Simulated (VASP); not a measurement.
# Os (P6_3/mmc) in VASP: notebook, part 2 of 2

VASP 6.6.1. The steps go on from the part before.

## Step 4: Single point, BLYP

This run uses another cell than the first one, of 14.26 Å³/atom, 1.041 times its volume.

The input, INCAR:

```
SYSTEM = Os
PREC = Accurate
ENCUT = 520
EDIFF = 1E-6
ISMEAR = -1
SIGMA = 0.05
LREAL = .FALSE.
LASPH = .TRUE.
NELM = 100
ALGO = Normal
ISIF = 2
LWAVE = .FALSE.
LCHARG = .FALSE.
GGA = B5
ALDAX = 1.0
AGGAX = 1.0
AGGAC = 1.0
ALDAC = 0.0
NBANDS = 15
```

The input, KPOINTS:

```
Automatic mesh
0
G
  11 11 6
  0 0 0
```

The input, POSCAR:

```
Os
1.0
    2.7522071502      0.0000000000      0.0000000000
   -1.3761035751      2.3834813086      0.0000000000
    0.0000000000      0.0000000000      4.3483081185
Os
2
Direct
    0.6666666667      0.3333333333      0.7500000000
    0.3333333333      0.6666666667      0.2500000000
```

Potentials or basis: VASP PAW PBE potentials, release 64 (Os).

The run is started by

```sh
cat potpaw_PBE.64/Os/POTCAR > POTCAR
mpirun -np 1 vasp_std > vasp.out
```

OUTCAR:

```text
SYSTEM = Os
   PREC = Accurate
   ENCUT = 520
   EDIFF = 1E-6
   ISMEAR = -1
   LREAL = .FALSE.
   LASPH = .TRUE.
   NELM = 100
   ISIF = 2
   GGA = B5

 ion  position               nearest neighbor table
   1  0.667  0.333  0.750-   2 2.69   2 2.69   2 2.69   2 2.69   2 2.69   2 2.69
   2  0.333  0.667  0.250-   1 2.69   1 2.69   1 2.69   1 2.69   1 2.69   1 2.69

  LATTYP: Found a hexagonal cell.
 ALAT       =     2.7522071502
 C/A-ratio  =     1.5799348963

  Lattice vectors:

 A1 = (   2.7522071502,   0.0000000000,   0.0000000000)
 A2 = (  -1.3761035751,   2.3834813086,   0.0000000000)
 A3 = (   0.0000000000,   0.0000000000,   4.3483081185)

Analysis of symmetry for initial positions (statically):
=====================================================================
 Subroutine PRICEL returns:
 Original cell was already a primitive cell.

 Routine SETGRP: Setting up the symmetry group for a
 hexagonal supercell.

 Subroutine GETGRP returns: Found 24 space group operations
 (whereof 12 operations were pure point group operations)
 out of a pool of 24 trial point group operations.

The static configuration has the point symmetry D_3d.
 The point group associated with its full space group is D_6h.

Analysis of symmetry for dynamics (positions and initial velocities):
=====================================================================
 Subroutine PRICEL returns:
 Original cell was already a primitive cell.

 Routine SETGRP: Setting up the symmetry group for a
 hexagonal supercell.

 Subroutine GETGRP returns: Found 24 space group operations
 (whereof 12 operations were pure point group operations)
 out of a pool of 24 trial point group operations.

The dynamic configuration has the point symmetry D_3d.
 The point group associated with its full space group is D_6h.

 Subroutine INISYM returns: Found 24 space group operations
 (whereof 12 operations are pure point group operations),
 and found     1 'primitive' translations

----------------------------------------------------------------------------------------

                                     Primitive cell

  volume of cell :      28.5242

  direct lattice vectors                    reciprocal lattice vectors
     2.752207150  0.000000000  0.000000000     0.363344743  0.209777185  0.000000000
    -1.376103575  2.383481309  0.000000000     0.000000000  0.419554370  0.000000000
     0.000000000  0.000000000  4.348308119     0.000000000  0.000000000  0.229974503

  length of vectors
     2.752207150  2.752207150  4.348308119     0.419554370  0.419554370  0.229974503

  position of ions in fractional coordinates (direct lattice)
     0.666666667  0.333333333  0.750000000
     0.333333333  0.666666667  0.250000000

  ion indices of the primitive-cell ions
   primitive index   ion index
                 1           1
                 2           2

----------------------------------------------------------------------------------------

 KPOINTS: Automatic mesh

Automatic generation of k-mesh.
 Grid dimensions read from file:
 generate k-points for:   11   11    6

[... 24 lines left out ...]
  0.363636 -0.000000  0.000000      6.000000
  0.454545 -0.000000  0.000000      6.000000
[... 16 lines left out ...]
  0.090909  0.090909  0.166667     12.000000
  0.181818  0.090909  0.166667     24.000000
 [... further k-points ...]
   k-points           NKPTS =     64   k-points in BZ     NKDIM =     64   number of bands    NBANDS=     15
   number of dos      NEDOS =    301   number of ions     NIONS =      2
   total plane-waves  NPLWV =  12800
   dimension x,y,z NGX =    20 NGY =   20 NGZ =   32
   dimension x,y,z NGXF=    40 NGYF=   40 NGZF=   64
   ions per type =               2
   NGX,Y,Z   is equivalent  to a cutoff of  12.08, 12.08, 12.23 a.u.
   NGXF,Y,Z  is equivalent  to a cutoff of  24.16, 24.16, 24.47 a.u.
 SYSTEM =  Os
   PREC   = accura    normal or accurate (medium, high low for compatibility)
   ISTART =      0    job   : 0-new  1-cont  2-samecut
   ICHARG =      2    charge: 1-file 2-atom 10-const
   ISPIN  =      1    spin polarized calculation?
   LNONCOLLINEAR =      F non collinear calculations
   LSORBIT =      F    spin-orbit coupling
   LASPH  =      T    aspherical Exc in radial PAW
   ENCUT  =  520.0 eV  38.22 Ry    6.18 a.u.   5.12  5.12  8.08*2*pi/ulx,y,z
   NELM   =    100;   NELMIN=  2; NELMDL= -5     # of ELM steps
   EDIFF  = 0.1E-05   stopping-criterion for ELM
   LREAL  =      F    real-space projection
   EDIFFG = 0.1E-04   stopping-criterion for IOM
   NSW    =      0    number of steps for IOM
   IBRION =     -1    ionic relax: 0-MD 1-quasi-New 2-CG
   NFREE  =      0    steps in history (QN), initial steepest desc. (CG)
   ISIF   =      2    stress and relaxation
   ISYM   =      2    0-nonsym 1-usesym 2-fastsym
   POTIM  = 0.5000    time-step for ionic-motion
   TEBEG  =    0.0;   TEEND  =   0.0 temperature during run
   PSTRESS=    0.0 pullay stress
   NELECT =      16.0000    total number of electrons
   NUPDOWN=      -1.0000    fix difference up-down
   EMIN   =  10.00;   EMAX   =-10.00  energy-range for DOS
   EFERMI =   0.00;   METHOD = LEGACY
   ISMEAR =    -1;   SIGMA  =   0.05  broadening in eV -4-tet -1-fermi 0-gaus
   EFERMI_NEDOS =   21; number of points for ismear=-14 and -15
   IALGO  =     38    algorithm
   IMIX   =      4    mixing-type and parameters
     AMIX     =   0.40;   BMIX     =  1.00
     AMIX_MAG =   1.60;   BMIX_MAG =  1.00
  volume/ion in A,a.u.               =      14.26        96.25
  Fermi-wavevector in a.u.,A,eV,Ry     =   1.350135  2.551385 24.801566  1.822864
  Thomas-Fermi vector in A             =   2.477664
   LORBIT       =      0    0 simple, 1 ext, 2 COOP (PROOUT), +10 PAW based schemes
   GGA     = B5    functional components
   LHFCALC =     F    Hartree Fock is set to
   AEXX    =    0.0000 exact exchange contribution
   IVDW    =     0    specifies the selected vdW correction
   LEPSILON=     F    determine dielectric tensor
   LRPA    =     F    only Hartree local field effects (RPA)
 non-spin polarized calculation
  energy-cutoff  :      520.00
  volume of cell :       28.52
 maximum number of plane-waves:       780
   NGX = 11   NGY = 11   NGZ = 17

 number of electron      15.9999999 magnetization

 Free energy of the ion-electron system (eV)
  ---------------------------------------------------
  ext. energy  EPLUGINS =         0.00000000
  ---------------------------------------------------
  free energy    TOTEN  =       -19.21561317 eV

  energy without entropy =      -19.20121703  energy(sigma->0) =      -19.20841510

 E-fermi :   9.7325     XC(G=0): -13.2340

 val. band max:        9.7073986982   @ k =   0.3636  -0.0000   0.3333
 cond. band min:       9.7896079263   @ k =   0.3636   0.0909   0.3333
 fundamental gap:      0.0822092281
 Fermi energy:         9.7324837028

 k-point     1 :       0.0000    0.0000    0.0000
  band No.  band energies     occupation
      1      -0.7889      2.00000
      2       2.2406      2.00000
      3       6.8041      2.00000
      4       6.8041      2.00000
      5       7.0350      2.00000
      6       7.6083      2.00000
      7       7.6083      2.00000
      8       8.2312      2.00000
      9       8.2312      2.00000
     10      10.1287      0.00072
     11      11.4103      0.00000
     12      11.4103      0.00000
     13      18.6792      0.00000
     14      24.1722      0.00000
[... 401 lines left out ...]
      2       3.8142      2.00000
      3       5.2072      2.00000
      4       5.3975      2.00000
      5       6.5698      2.00000
      6       7.1691      2.00000
      7       7.7547      2.00000
      8       8.6515      2.00000
      9       9.2524      1.99986
     10       9.6022      1.86236
     11      11.8211      0.00000
     12      15.2648      0.00000
     13      20.2525      0.00000
     14      24.8834      0.00000
     15      26.0031      0.00000

 [... further k-points ...]

------------------------ aborting loop because EDIFF is reached ----------------------------------------

  FORCE on cell =-STRESS in cart. coord.  units (eV):
  Direction    XX          YY          ZZ          XY          YZ          ZX
  --------------------------------------------------------------------------------------
  -------------------------------------------------------------------------------------
  Total        3.6280416      3.6280416      3.6271232     -0.0000000     -0.0000000      0.0000000
  in kB      203.7838021    203.7838021    203.7322192     -0.0000000     -0.0000000      0.0000000
  external PRESSURE =     203.7666078 kB  Pullay stress =       0.0000000 kB

 VOLUME and BASIS-vectors are now :
 -----------------------------------------------------------------------------
  energy-cutoff  :      520.00
  volume of cell :       28.52
      direct lattice vectors                 reciprocal lattice vectors
     2.752207150  0.000000000  0.000000000     0.363344743  0.209777185  0.000000000
    -1.376103575  2.383481309  0.000000000     0.000000000  0.419554370  0.000000000
     0.000000000  0.000000000  4.348308119     0.000000000  0.000000000  0.229974503

 POSITION                                       TOTAL-FORCE (eV/Angst)
 -----------------------------------------------------------------------------------
      1.37610      0.79449      3.26123         0.000000      0.000000      0.000000
     -0.00000      1.58899      1.08708        -0.000000      0.000000      0.000000
 -----------------------------------------------------------------------------------
    total drift:                                0.000000     -0.000000     -0.000000

  FREE ENERGIE OF THE ION-ELECTRON SYSTEM (eV)
  ---------------------------------------------------
  free  energy   TOTEN  =       -19.2156131650 eV

  energy  without entropy=      -19.2012170336  energy(sigma->0) =      -19.20841510
```

OSZICAR:

```text
N       E                     dE             d eps       ncg     rms          rms(c)
DAV:   1     0.108498497624E+03    0.10850E+03   -0.73773E+03  1920   0.102E+03
DAV:   2    -0.154756116457E+02   -0.12397E+03   -0.10873E+03  1983   0.332E+02
DAV:   3    -0.204197202760E+02   -0.49441E+01   -0.47762E+01  2585   0.582E+01
DAV:   4    -0.204576522456E+02   -0.37932E-01   -0.37885E-01  2109   0.523E+00
DAV:   5    -0.204578474342E+02   -0.19519E-03   -0.19518E-03  2599   0.362E-01    0.231E+01
DAV:   6    -0.194866935989E+02    0.97115E+00   -0.82402E-01  2424   0.803E+00    0.104E+01
DAV:   7    -0.192231077956E+02    0.26359E+00   -0.50014E-01  2473   0.604E+00    0.759E-01
DAV:   8    -0.192166214562E+02    0.64863E-02   -0.54650E-03  1990   0.547E-01    0.227E-01
DAV:   9    -0.192156207427E+02    0.10007E-02   -0.14056E-03  2340   0.364E-01    0.558E-02
DAV:  10    -0.192156302563E+02   -0.95136E-05   -0.13792E-05  2459   0.272E-02    0.899E-03
DAV:  11    -0.192156136616E+02    0.16595E-04   -0.43618E-06  2144   0.234E-02    0.135E-03
DAV:  12    -0.192156131650E+02    0.49654E-06   -0.58555E-08  1282   0.275E-03
   1 F= -.19215613E+02 E0= -.19208415E+02  d E =-.143961E-01
```

It took 19 s on 1 thread of AMD EPYC 7R13 (Zen 3), shared host; peak memory 0.12 GiB.

Results:

* Free energy: -19.2156 eV
* Pressure: 20.4 GPa
* Band gap on the k mesh: zero (band 8 reaches 11.79 eV, above the bottom of band 9 at 8.01 eV)

Levels at points of the mesh, in eV from the Fermi level:
```csv
k point,band 4,band 5,band 6,band 7,band 8,band 9,band 10,band 11,band 12,band 13
"(0.00, 0.00, 0.00)",-2.93,-2.70,-2.12,-2.12,-1.50,-1.50,0.40,1.68,1.68,8.95
"(0.00, 0.00, 0.50)",-3.38,-3.12,-3.12,-3.12,-3.12,0.89,0.89,0.89,0.89,14.11
```

Caveat: the PAW data sets were made with another functional, which shifts forces and pressure a little; spin-orbit coupling is left out, which moves the levels of the heavy elements.

## Step 5: Overview

```tsv
cell	gap on the mesh (eV)	pressure (GPa)
a = 2.716, b = 2.716, c = 4.291 Å, angles 90.0, 90.0, 120.0°, 2 atoms	none	40.0
a = 2.734, b = 2.734, c = 4.320 Å, angles 90.0, 90.0, 120.0°, 2 atoms	none	29.6
a = 2.752, b = 2.752, c = 4.348 Å, angles 90.0, 90.0, 120.0°, 2 atoms	none	20.4
```

Alike in all rows: task single point; level BLYP; potentials or basis VASP PAW PBE potentials, release 64 (Os); no spin polarisation; k mesh 11 × 11 × 6; cutoff (eV) 520; smearing fermi-dirac 0.05 eV.

Caveats: the PAW data sets were made with another functional, which shifts forces and pressure a little; spin-orbit coupling is left out, which moves the levels of the heavy elements.

Absolute energies hang on the potentials; compare differences alone.
